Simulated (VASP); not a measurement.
Here is a VASP 6.6.1 calculation.

The input INCAR:

```
SYSTEM = Nb
PREC = Accurate
ENCUT = 520
EDIFF = 1E-6
ISMEAR = 0
SIGMA = 0.1
LREAL = .FALSE.
LASPH = .TRUE.
NELM = 100
ALGO = Normal
ISIF = 2
LWAVE = .FALSE.
LCHARG = .FALSE.
GGA = PE
NBANDS = 54
```

The input KPOINTS:

```
Automatic mesh
0
G
  3 3 3
  0 0 0
```

The input POSCAR:

```
Nb
1.0
   -3.2755560000      3.2755560000      3.2755560000
    3.2755560000     -3.2755560000      3.2755560000
    3.2755560000      3.2755560000     -3.2755560000
Nb
7
Direct
   -0.0005180800     -0.0000749491      0.1341337165
   -0.0008039856      0.4885614839      0.0009384666
   -0.0001031886      0.5342079329      0.5013454204
    0.4884702017      0.0003486431      0.0012955053
    0.5334787438     -0.0003622286      0.5009909768
    0.4652684918      0.4660599605     -0.0330024887
    0.5108966234      0.5109634822      0.5121991503
```

Potentials or basis: VASP PAW PBE potentials, release 64 (Nb_sv).

The run is started by

```console
$ cat potpaw_PBE.64/Nb_sv/POTCAR > POTCAR
$ mpirun -np 1 vasp_std > vasp.out
```

Problem. Estimate the largest force.

Solution. 0.427 eV/Å.

Problem. Predict the pressure.

Solution. -4.5 GPa.

Stress tensor (GPa, compression positive):
```
-4.46 -1.07  1.07
-1.07 -4.46  1.07
 1.07  1.07 -4.46
```

Caveat: the k points lie up to 0.45 Å⁻¹ apart.
